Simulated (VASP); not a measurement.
# HfN (F-43m) in VASP: single point with LDA

Aim: the single point of HfN with LDA.

Program: VASP 6.6.1. These are calculated values, not measurements. Logs are shortened: lines on timing, memory, paths and dates and some standing lists are left out, and cuts for length are marked.

## 1. The cell of the first run

Symmetry: F-43m, No. 216, cubic system. The conventional cell has a = 4.910 Å, b = 4.910 Å, c = 4.910 Å, α = 90.00°, β = 90.00°, γ = 90.00°. Hf (site symmetry -43m) has 4 N at 2.13 Å within 2.8 Å. N (site symmetry -43m) has 4 Hf at 2.13 Å within 2.8 Å.

## 2. Single point, LDA

INCAR reads:

```
  ALGO = Normal
  EDIFF = 1E-6
  ENCUT = 600
  GGA = CA
  GGA_COMPAT = False
  ISIF = 2
  ISMEAR = -1
  LASPH = True
  LCHARG = False
  LREAL = False
  LWAVE = False
  NBANDS = 14
  NELM = 120
  PREC = Accurate
  SIGMA = 0.1
```

KPOINTS reads:

```
k-points
0
Gamma
  10 10 10
```

POSCAR reads:

```
HfN
1.0
    0.0000000000      2.4548220000      2.4548220000
    2.4548220000      0.0000000000      2.4548220000
    2.4548220000      2.4548220000      0.0000000000
Hf N
1 1
Direct
    0.0000000000      0.0000000000      0.0000000000
    0.7500000000      0.7500000000      0.7500000000
```

Potentials or basis: VASP PAW LDA potentials, release 64 (Hf_pv, N).

The run is started by

```
> cat potpaw_LDA.64/Hf_pv/POTCAR potpaw_LDA.64/N/POTCAR > POTCAR
> mpirun -np 1 vasp_std > vasp.out
```

OUTCAR:

```text
EDIFF = 1E-6
   ENCUT = 600
   GGA = CA
   ISIF = 2
   ISMEAR = -1
   LASPH = True
   LREAL = False
   NELM = 120
   PREC = Accurate

 ion  position               nearest neighbor table
   1  0.000  0.000  0.000-   2 2.13   2 2.13   2 2.13   2 2.13
   2  0.750  0.750  0.750-   1 2.13   1 2.13   1 2.13   1 2.13

  LATTYP: Found a face centered cubic cell.
 ALAT       =     4.9096440000

  Lattice vectors:

 A1 = (   0.0000000000,   2.4548220000,   2.4548220000)
 A2 = (   2.4548220000,   0.0000000000,   2.4548220000)
 A3 = (   2.4548220000,   2.4548220000,   0.0000000000)

Analysis of symmetry for initial positions (statically):
=====================================================================
 Subroutine PRICEL returns:
 Original cell was already a primitive cell.

 Routine SETGRP: Setting up the symmetry group for a
 face centered cubic supercell.

 Subroutine GETGRP returns: Found 24 space group operations
 (whereof 24 operations were pure point group operations)
 out of a pool of 48 trial point group operations.

The static configuration has the point symmetry T_d .

Analysis of symmetry for dynamics (positions and initial velocities):
=====================================================================
 Subroutine PRICEL returns:
 Original cell was already a primitive cell.

 Routine SETGRP: Setting up the symmetry group for a
 face centered cubic supercell.

 Subroutine GETGRP returns: Found 24 space group operations
 (whereof 24 operations were pure point group operations)
 out of a pool of 48 trial point group operations.

The dynamic configuration has the point symmetry T_d .

 Subroutine INISYM returns: Found 24 space group operations
 (whereof 24 operations are pure point group operations),
 and found     1 'primitive' translations

----------------------------------------------------------------------------------------

                                     Primitive cell

  volume of cell :      29.5863

  direct lattice vectors                    reciprocal lattice vectors
     0.000000000  2.454822000  2.454822000    -0.203680756  0.203680756  0.203680756
     2.454822000  0.000000000  2.454822000     0.203680756 -0.203680756  0.203680756
     2.454822000  2.454822000  0.000000000     0.203680756  0.203680756 -0.203680756

  length of vectors
     3.471642566  3.471642566  3.471642566     0.352785417  0.352785417  0.352785417

  position of ions in fractional coordinates (direct lattice)
     0.000000000  0.000000000  0.000000000
     0.750000000  0.750000000  0.750000000

  ion indices of the primitive-cell ions
   primitive index   ion index
                 1           1
                 2           2

----------------------------------------------------------------------------------------

 KPOINTS: k-points

Automatic generation of k-mesh.
 Grid dimensions read from file:
 generate k-points for:   10   10   10

 Generating k-lattice:

  Cartesian coordinates                     Fractional coordinates (reciprocal lattice)
    -0.020368076  0.020368076  0.020368076     0.100000000  0.000000000  0.000000000
     0.020368076 -0.020368076  0.020368076     0.000000000  0.100000000  0.000000000
     0.020368076  0.020368076 -0.020368076     0.000000000  0.000000000  0.100000000

  Length of vectors
     0.035278542  0.035278542  0.035278542

  Shift w.r.t. Gamma in fractional coordinates (k-lattice)
     0.000000000  0.000000000  0.000000000

 Subroutine IBZKPT returns following result:
 ===========================================

 Found     47 irreducible k-points:

 Following reciprocal coordinates:
            Coordinates               Weight
  0.000000  0.000000  0.000000      1.000000
  0.100000  0.000000  0.000000      8.000000
  0.200000  0.000000  0.000000      8.000000
  0.300000  0.000000  0.000000      8.000000
  0.400000  0.000000  0.000000      8.000000
  0.500000  0.000000  0.000000      4.000000
[... 16 lines left out ...]
  0.300000  0.300000  0.000000      6.000000
  0.400000  0.300000  0.000000     24.000000
 [... further k-points ...]
   k-points           NKPTS =     47   k-points in BZ     NKDIM =     47   number of bands    NBANDS=     14
   number of dos      NEDOS =    301   number of ions     NIONS =      2
   total plane-waves  NPLWV =  21952
   dimension x,y,z NGX =    28 NGY =   28 NGZ =   28
   dimension x,y,z NGXF=    56 NGYF=   56 NGZF=   56
   ions per type =               1   1
   NGX,Y,Z   is equivalent  to a cutoff of  13.41, 13.41, 13.41 a.u.
   NGXF,Y,Z  is equivalent  to a cutoff of  26.82, 26.82, 26.82 a.u.
 SYSTEM =  unknown system
   PREC   = accura    normal or accurate (medium, high low for compatibility)
   ISTART =      0    job   : 0-new  1-cont  2-samecut
   ICHARG =      2    charge: 1-file 2-atom 10-const
   ISPIN  =      1    spin polarized calculation?
   LNONCOLLINEAR =      F non collinear calculations
   LSORBIT =      F    spin-orbit coupling
   LASPH  =      T    aspherical Exc in radial PAW
   ENCUT  =  600.0 eV  44.10 Ry    6.64 a.u.   6.93  6.93  6.93*2*pi/ulx,y,z
   NELM   =    120;   NELMIN=  2; NELMDL= -5     # of ELM steps
   EDIFF  = 0.1E-05   stopping-criterion for ELM
   LREAL  =      F    real-space projection
   EDIFFG = 0.1E-04   stopping-criterion for IOM
   NSW    =      0    number of steps for IOM
   IBRION =     -1    ionic relax: 0-MD 1-quasi-New 2-CG
   NFREE  =      0    steps in history (QN), initial steepest desc. (CG)
   ISIF   =      2    stress and relaxation
   ISYM   =      2    0-nonsym 1-usesym 2-fastsym
   POTIM  = 0.5000    time-step for ionic-motion
   TEBEG  =    0.0;   TEEND  =   0.0 temperature during run
   PSTRESS=    0.0 pullay stress
   NELECT =      15.0000    total number of electrons
   NUPDOWN=      -1.0000    fix difference up-down
   EMIN   =  10.00;   EMAX   =-10.00  energy-range for DOS
   EFERMI =   0.00;   METHOD = LEGACY
   ISMEAR =    -1;   SIGMA  =   0.10  broadening in eV -4-tet -1-fermi 0-gaus
   EFERMI_NEDOS =   21; number of points for ismear=-14 and -15
   IALGO  =     38    algorithm
   IMIX   =      4    mixing-type and parameters
     AMIX     =   0.40;   BMIX     =  1.00
     AMIX_MAG =   1.60;   BMIX_MAG =  1.00
  volume/ion in A,a.u.               =      14.79        99.83
  Fermi-wavevector in a.u.,A,eV,Ry     =   1.305395  2.466839 23.185087  1.704056
  Thomas-Fermi vector in A             =   2.436267
   LORBIT       =      0    0 simple, 1 ext, 2 COOP (PROOUT), +10 PAW based schemes
   GGA     = CA    functional components
   LHFCALC =     F    Hartree Fock is set to
   AEXX    =    0.0000 exact exchange contribution
   IVDW    =     0    specifies the selected vdW correction
   LEPSILON=     F    determine dielectric tensor
   LRPA    =     F    only Hartree local field effects (RPA)
 non-spin polarized calculation
  energy-cutoff  :      600.00
  volume of cell :       29.59
 maximum number of plane-waves:       999
   NGX = 13   NGY = 13   NGZ = 13

 number of electron      15.0000001 magnetization

 Free energy of the ion-electron system (eV)
  ---------------------------------------------------
  ext. energy  EPLUGINS =         0.00000000
  ---------------------------------------------------
  free energy    TOTEN  =       -23.02779244 eV

  energy without entropy =      -23.00647965  energy(sigma->0) =      -23.01713604

 E-fermi :   5.5491     XC(G=0): -11.5068

 val. band max:        5.5109585510   @ k =   0.3000   0.2000   0.0000
 cond. band min:       5.6088825796   @ k =   0.4000   0.2000   0.0000
 fundamental gap:      0.0979240286
 Fermi energy:         5.5491383930

 k-point     1 :       0.0000    0.0000    0.0000
  band No.  band energies     occupation
      1     -25.3671      2.00000
      2     -25.3671      2.00000
      3     -25.3671      2.00000
      4     -10.3446      2.00000
      5       0.1191      2.00000
      6       0.1191      2.00000
      7       0.1191      2.00000
      8       4.9485      1.99508
      9       7.6881      0.00000
     10       7.6881      0.00000
     11      12.1109      0.00000
     12      12.1109      0.00000
     13      12.1109      0.00000
     14      16.9606      0.00000

 k-point     2 :       0.1000    0.0000    0.0000
  band No.  band energies     occupation
      1     -25.4153      2.00000
      2     -25.3733      2.00000
      3     -25.3733      2.00000
      4     -10.2240      2.00000
      5      -0.0892      2.00000
      6       0.1917      2.00000
      7       0.1917      2.00000
      8       5.4716      1.36923
      9       7.5311      0.00000
     10       7.5311      0.00000
     11      11.8539      0.00000
     12      12.3307      0.00000
     13      12.3307      0.00000
     14      16.9518      0.00000

 k-point     3 :       0.2000    0.0000    0.0000
  band No.  band energies     occupation
      1     -25.5388      2.00000
      2     -25.3894      2.00000
      3     -25.3894      2.00000
      4      -9.9196      2.00000
      5      -0.4041      2.00000
      6       0.3690      2.00000
      7       0.3690      2.00000
      8       6.5910      0.00006
      9       7.3144      0.00000
     10       7.3144      0.00000
     11      11.3420      0.00000
     12      12.5576      0.00000
     13      12.5576      0.00000
     14      15.1213      0.00000
[... 324 lines left out ...]
 k-point    23 :       0.3000    0.3000    0.0000
  band No.  band energies     occupation
      1     -25.6871      2.00000
      2     -25.4741      2.00000
      3     -25.4741      2.00000
      4      -9.3063      2.00000
      5      -1.1837      2.00000
      6       1.2021      2.00000
      7       1.2021      2.00000
      8       4.8887      1.99729
      9       8.6985      0.00000
     10       8.7589      0.00000
     11      11.4703      0.00000
     12      11.4703      0.00000
     13      11.8527      0.00000
     14      16.9314      0.00000

 k-point    24 :       0.4000    0.3000    0.0000
  band No.  band energies     occupation
      1     -25.7520      2.00000
      2     -25.5073      2.00000
      3     -25.4927      2.00000
      4      -9.0987      2.00000
      5      -1.1495      2.00000
      6       1.3757      2.00000
      7       1.4448      2.00000
      8       4.7897      1.99899
      9       8.2878      0.00000
     10       8.9610      0.00000
     11      10.9648      0.00000
     12      11.3771      0.00000
     13      12.4155      0.00000
     14      16.6305      0.00000

 [... further k-points ...]
[... 5 lines left out ...]
  --------------------------------------------------------------------------------------
  -------------------------------------------------------------------------------------
  Total       -1.8343292     -1.8343292     -1.8343292      0.0000000      0.0000000     -0.0000000
  in kB      -99.3339841    -99.3339841    -99.3339841      0.0000000      0.0000000     -0.0000000
  external PRESSURE =     -99.3339841 kB  Pullay stress =       0.0000000 kB

 VOLUME and BASIS-vectors are now :
 -----------------------------------------------------------------------------
  energy-cutoff  :      600.00
  volume of cell :       29.59
      direct lattice vectors                 reciprocal lattice vectors
     0.000000000  2.454822000  2.454822000    -0.203680756  0.203680756  0.203680756
     2.454822000  0.000000000  2.454822000     0.203680756 -0.203680756  0.203680756
     2.454822000  2.454822000  0.000000000     0.203680756  0.203680756 -0.203680756

 POSITION                                       TOTAL-FORCE (eV/Angst)
 -----------------------------------------------------------------------------------
      0.00000      0.00000      0.00000         0.000000      0.000000      0.000000
      3.68223      3.68223      3.68223        -0.000000     -0.000000     -0.000000
 -----------------------------------------------------------------------------------
    total drift:                                0.000000      0.000000      0.000000

  FREE ENERGIE OF THE ION-ELECTRON SYSTEM (eV)
  ---------------------------------------------------
  free  energy   TOTEN  =       -23.0277924356 eV

  energy  without entropy=      -23.0064796513  energy(sigma->0) =      -23.01713604
```

It took 38 s on 1 thread of Intel Xeon 8259CL, shared host; peak memory 0.16 GiB.

What came out:

| Property | Result |
| --- | --- |
| Free energy | -23.0278 eV |
| Pressure | -9.9 GPa |

Caveat: spin-orbit coupling is left out, which moves the levels of the heavy elements.
